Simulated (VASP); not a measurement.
# Cu (C2/c) in VASP: single point with BLYP

Aim: the single point of Cu with BLYP.

Program: VASP 6.6.1. These are calculated values, not measurements. Logs are shortened: lines on timing, memory, paths and dates and some standing lists are left out, and cuts for length are marked.

## 1. The cell of the first run

The typed cell holds 2 atoms: a = 2.618 Å, b = 2.618 Å, c = 4.287 Å, α = 90.01°, β = 90.01°, γ = 120.01°.

This isn't the form of Cu at room conditions, which is fcc.

## 2. Single point, BLYP

INCAR reads:

```
SYSTEM = Cu
AGGAC    = 1.0          
AGGAX    = 1.0          
ALDAC    = 0.0          
ALDAX    = 1.0          
ALGO     = Normal         ! electronic algorithm
EDIFF    = 1E-6           ! SCF threshold, eV
ENCUT    = 520            ! plane-wave cutoff, eV
GGA      = B5             ! functional
ISIF     = 2              ! what is computed and relaxed
ISMEAR   = -1             ! smearing method
LASPH    = .TRUE.         ! aspherical terms in the spheres
LCHARG   = .FALSE.        ! write CHGCAR
LREAL    = .FALSE.        ! projectors in reciprocal space
LWAVE    = .FALSE.        ! write WAVECAR
NBANDS   = 18             ! bands
NELM     = 100            ! most SCF steps
PREC     = Accurate       ! precision mode
SIGMA    = 0.1            ! smearing width, eV
```

KPOINTS reads:

```
k-points
0
G
  23 23 12
  0 0 0
```

POSCAR reads:

```
Cu
1.0
   -1.4480855528      1.7589747815      1.2904731094
    1.7589747815     -1.4480855528      1.2904731094
    2.9882398252      2.9882398252     -0.7210789177
Cu
2
Direct
    0.0416600345      0.9583399655      0.0000000000
    0.7083399655      0.2916600345      0.5000000000
```

Potentials or basis: VASP PAW PBE potentials, release 64 (Cu).

Run with:

```
cat potpaw_PBE.64/Cu/POTCAR > POTCAR
mpirun -np 1 vasp_std > vasp.out
```

OUTCAR:

```text
SYSTEM = Cu
   EDIFF = 1E-6
   ENCUT = 520
   GGA = B5
   ISIF = 2
   ISMEAR = -1
   LASPH = .TRUE.
   LREAL = .FALSE.
   NELM = 100
   PREC = Accurate

 ion  position               nearest neighbor table
   1  0.042  0.958  0.000-   2 2.62   2 2.62   2 2.62   2 2.62   2 2.62   2 2.62
   2  0.708  0.292  0.500-   1 2.62   1 2.62   1 2.62   1 2.62   1 2.62   1 2.62

  LATTYP: Found a base centered monoclinic cell.
 ALAT       =     2.6181267367
 B/A-ratio  =     1.7323333346
 C/A-ratio  =     1.6374632606
 COS(beta)  =    -0.0002710906

  Lattice vectors:

 A1 = (  -1.4480855528,   1.7589747815,   1.2904731094)
 A2 = (   1.7589747815,  -1.4480855528,   1.2904731094)
 A3 = (   2.9882398252,   2.9882398252,  -0.7210789177)

Analysis of symmetry for initial positions (statically):
=====================================================================
 Subroutine PRICEL returns:
 Original cell was already a primitive cell.

 Routine SETGRP: Setting up the symmetry group for a
 base centered monoclinic supercell.

 Subroutine GETGRP returns: Found  4 space group operations
 (whereof  2 operations were pure point group operations)
 out of a pool of  4 trial point group operations.

The static configuration has the point symmetry C_2 .
 The point group associated with its full space group is C_2h.

Analysis of symmetry for dynamics (positions and initial velocities):
=====================================================================
 Subroutine PRICEL returns:
 Original cell was already a primitive cell.

 Routine SETGRP: Setting up the symmetry group for a
 base centered monoclinic supercell.

 Subroutine GETGRP returns: Found  4 space group operations
 (whereof  2 operations were pure point group operations)
 out of a pool of  4 trial point group operations.

The dynamic configuration has the point symmetry C_2 .
 The point group associated with its full space group is C_2h.

 Subroutine INISYM returns: Found  4 space group operations
 (whereof  2 operations are pure point group operations),
 and found     1 'primitive' translations

----------------------------------------------------------------------------------------

                                     Primitive cell

  volume of cell :      25.4534

  direct lattice vectors                    reciprocal lattice vectors
    -1.448085553  1.758974782  1.290473109    -0.110478926  0.201333106  0.376510912
     1.758974782 -1.448085553  1.290473109     0.201333106 -0.110478926  0.376510912
     2.988239825  2.988239825 -0.721078918     0.162596457  0.162596457 -0.039171283

  length of vectors
     2.618447039  2.618447039  4.287086343     0.441022765  0.441022765  0.233258665

  position of ions in fractional coordinates (direct lattice)
     0.041660034  0.958339966  1.000000000
     0.708339966  0.291660034  0.500000000

  ion indices of the primitive-cell ions
   primitive index   ion index
                 1           1
                 2           2

----------------------------------------------------------------------------------------

 KPOINTS: k-points

Automatic generation of k-mesh.
 Grid dimensions read from file:
 generate k-points for:   23   23   12

 Generating k-lattice:

  Cartesian coordinates                     Fractional coordinates (reciprocal lattice)
    -0.004803432  0.008753613  0.016370040     0.043478261 -0.000000000  0.000000000
     0.008753613 -0.004803432  0.016370040    -0.000000000  0.043478261  0.000000000
     0.013549705  0.013549705 -0.003264274    -0.000000000 -0.000000000  0.083333333

  Length of vectors
     0.019174903  0.019174903  0.019438222

  Shift w.r.t. Gamma in fractional coordinates (k-lattice)
     0.000000000  0.000000000  0.000000000

 Subroutine IBZKPT returns following result:
 ===========================================

 Found   1668 irreducible k-points:

 Following reciprocal coordinates:
            Coordinates               Weight
  0.000000  0.000000  0.000000      1.000000
  0.043478 -0.000000  0.000000      4.000000
  0.086957 -0.000000  0.000000      4.000000
  0.130435  0.000000  0.000000      4.000000
  0.173913  0.000000  0.000000      4.000000
  0.217391  0.000000  0.000000      4.000000
[... 16 lines left out ...]
  0.478261  0.043478 -0.000000      4.000000
 -0.478261  0.043478 -0.000000      4.000000
 [... further k-points ...]
   k-points           NKPTS =   1668   k-points in BZ     NKDIM =   1668   number of bands    NBANDS=     18
   number of dos      NEDOS =    301   number of ions     NIONS =      2
   total plane-waves  NPLWV =  12800
   dimension x,y,z NGX =    20 NGY =   20 NGZ =   32
   dimension x,y,z NGXF=    40 NGYF=   40 NGZF=   64
   ions per type =               2
   NGX,Y,Z   is equivalent  to a cutoff of  12.70, 12.70, 12.41 a.u.
   NGXF,Y,Z  is equivalent  to a cutoff of  25.40, 25.40, 24.82 a.u.
 SYSTEM =  Cu
   PREC   = accura    normal or accurate (medium, high low for compatibility)
   ISTART =      0    job   : 0-new  1-cont  2-samecut
   ICHARG =      2    charge: 1-file 2-atom 10-const
   ISPIN  =      1    spin polarized calculation?
   LNONCOLLINEAR =      F non collinear calculations
   LSORBIT =      F    spin-orbit coupling
   LASPH  =      T    aspherical Exc in radial PAW
   ENCUT  =  520.0 eV  38.22 Ry    6.18 a.u.   4.87  4.87  7.97*2*pi/ulx,y,z
   NELM   =    100;   NELMIN=  2; NELMDL= -5     # of ELM steps
   EDIFF  = 0.1E-05   stopping-criterion for ELM
   LREAL  =      F    real-space projection
   EDIFFG = 0.1E-04   stopping-criterion for IOM
   NSW    =      0    number of steps for IOM
   IBRION =     -1    ionic relax: 0-MD 1-quasi-New 2-CG
   NFREE  =      0    steps in history (QN), initial steepest desc. (CG)
   ISIF   =      2    stress and relaxation
   ISYM   =      2    0-nonsym 1-usesym 2-fastsym
   POTIM  = 0.5000    time-step for ionic-motion
   TEBEG  =    0.0;   TEEND  =   0.0 temperature during run
   PSTRESS=    0.0 pullay stress
   NELECT =      22.0000    total number of electrons
   NUPDOWN=      -1.0000    fix difference up-down
   EMIN   =  10.00;   EMAX   =-10.00  energy-range for DOS
   EFERMI =   0.00;   METHOD = LEGACY
   ISMEAR =    -1;   SIGMA  =   0.10  broadening in eV -4-tet -1-fermi 0-gaus
   EFERMI_NEDOS =   21; number of points for ismear=-14 and -15
   IALGO  =     38    algorithm
   IMIX   =      4    mixing-type and parameters
     AMIX     =   0.40;   BMIX     =  1.00
     AMIX_MAG =   1.60;   BMIX_MAG =  1.00
  volume/ion in A,a.u.               =      12.73        85.88
  Fermi-wavevector in a.u.,A,eV,Ry     =   1.559435  2.946906 33.087175  2.431839
  Thomas-Fermi vector in A             =   2.662794
   LORBIT       =      0    0 simple, 1 ext, 2 COOP (PROOUT), +10 PAW based schemes
   GGA     = B5    functional components
   LHFCALC =     F    Hartree Fock is set to
   AEXX    =    0.0000 exact exchange contribution
   IVDW    =     0    specifies the selected vdW correction
   LEPSILON=     F    determine dielectric tensor
   LRPA    =     F    only Hartree local field effects (RPA)
 non-spin polarized calculation
  energy-cutoff  :      520.00
  volume of cell :       25.45
 maximum number of plane-waves:       702
   NGX =  9   NGY =  9   NGZ = 15

 number of electron      22.0000027 magnetization

 Free energy of the ion-electron system (eV)
  ---------------------------------------------------
  ext. energy  EPLUGINS =         0.00000000
  ---------------------------------------------------
  free energy    TOTEN  =        -5.95862592 eV

  energy without entropy =       -5.93691618  energy(sigma->0) =       -5.94777105

 E-fermi :   7.1951     XC(G=0): -11.7347

 val. band max:        7.1844097568   @ k =   0.2609   0.2174   0.4167
 cond. band min:       7.1995588763   @ k =   0.2174   0.0435   0.2500
 fundamental gap:      0.0151491195
 Fermi energy:         7.1950508292

 k-point     1 :       0.0000    0.0000    0.0000
  band No.  band energies     occupation
      1      -1.5433      2.00000
      2       2.4393      2.00000
      3       4.2598      2.00000
      4       4.3220      2.00000
      5       4.3231      2.00000
      6       4.5009      2.00000
[... 10 lines left out ...]
     17      29.6182      0.00000
     18      29.6224      0.00000

 k-point     2 :       0.0435   -0.0000    0.0000
  band No.  band energies     occupation
      1      -1.4850      2.00000
      2       2.4729      2.00000
      3       4.2237      2.00000
      4       4.3424      2.00000
      5       4.3549      2.00000
      6       4.4914      2.00000
[... 10 lines left out ...]
     17      30.3422      0.00000
     18      30.5489      0.00000

 k-point     3 :       0.0870   -0.0000    0.0000
  band No.  band energies     occupation
      1      -1.3111      2.00000
      2       2.5699      2.00000
      3       4.1575      2.00000
      4       4.4016      2.00000
      5       4.4051      2.00000
      6       4.4694      2.00000
[... 10 lines left out ...]
     17      30.7060      0.00000
     18      31.1506      0.00000

 k-point     4 :       0.1304    0.0000    0.0000
  band No.  band energies     occupation
      1      -1.0246      2.00000
      2       2.7179      2.00000
      3       4.0780      2.00000
      4       4.3964      2.00000
      5       4.4568      2.00000
      6       4.4970      2.00000
[... 375 lines left out ...]
      4       4.2584      2.00000
      5       4.3225      2.00000
      6       4.3696      2.00000
[... 10 lines left out ...]
     17      19.2558      0.00000
     18      25.9043      0.00000

 k-point    23 :       0.4783    0.0435   -0.0000
  band No.  band energies     occupation
      1       2.7210      2.00000
      2       2.9544      2.00000
      3       3.1714      2.00000
      4       4.2527      2.00000
      5       4.3587      2.00000
      6       4.3835      2.00000
[... 10 lines left out ...]
     17      19.1754      0.00000
     18      25.8752      0.00000

 k-point    24 :      -0.4783    0.0435   -0.0000
  band No.  band energies     occupation
      1       2.6379      2.00000
      2       2.9823      2.00000
      3       3.1882      2.00000
      4       4.2585      2.00000
      5       4.3226      2.00000
      6       4.3695      2.00000
[... 10 lines left out ...]
     17      19.2555      0.00000
     18      25.9047      0.00000

 [... further k-points ...]

------------------------ aborting loop because EDIFF is reached ----------------------------------------

  FORCE on cell =-STRESS in cart. coord.  units (eV):
  Direction    XX          YY          ZZ          XY          YZ          ZX
  --------------------------------------------------------------------------------------
  -------------------------------------------------------------------------------------
  Total        0.1246518      0.1246518      0.0728015      0.0561645     -0.0123762     -0.0123762
  in kB        7.8462879      7.8462879      4.5825366      3.5353072     -0.7790256     -0.7790251
  external PRESSURE =       6.7583708 kB  Pullay stress =       0.0000000 kB

 VOLUME and BASIS-vectors are now :
 -----------------------------------------------------------------------------
  energy-cutoff  :      520.00
  volume of cell :       25.45
      direct lattice vectors                 reciprocal lattice vectors
    -1.448085553  1.758974782  1.290473109    -0.110478926  0.201333106  0.376510912
     1.758974782 -1.448085553  1.290473109     0.201333106 -0.110478926  0.376510912
     2.988239825  2.988239825 -0.721078918     0.162596457  0.162596457 -0.039171283

 POSITION                                       TOTAL-FORCE (eV/Angst)
 -----------------------------------------------------------------------------------
      1.62537     -1.31448      1.29047         0.000060     -0.000060     -0.000000
      0.98141      2.31772      0.92993        -0.000060      0.000060      0.000000
 -----------------------------------------------------------------------------------
    total drift:                                0.000000      0.000000     -0.000000

  FREE ENERGIE OF THE ION-ELECTRON SYSTEM (eV)
  ---------------------------------------------------
  free  energy   TOTEN  =        -5.9586259228 eV

  energy  without entropy=       -5.9369161764  energy(sigma->0) =       -5.94777105
```

It took 6.7 min on 1 thread of Intel Xeon Platinum 8488C (Sapphire Rapids), shared host; peak memory 0.66 GiB.

Results:

```
Free energy            : -5.9586 eV
Pressure               : 0.7 GPa
Band gap on the k mesh : zero (bands 11 and 12 overlap by 5.73 eV)
```

Caveat: the PAW data sets were made with another functional, which shifts forces and pressure a little.
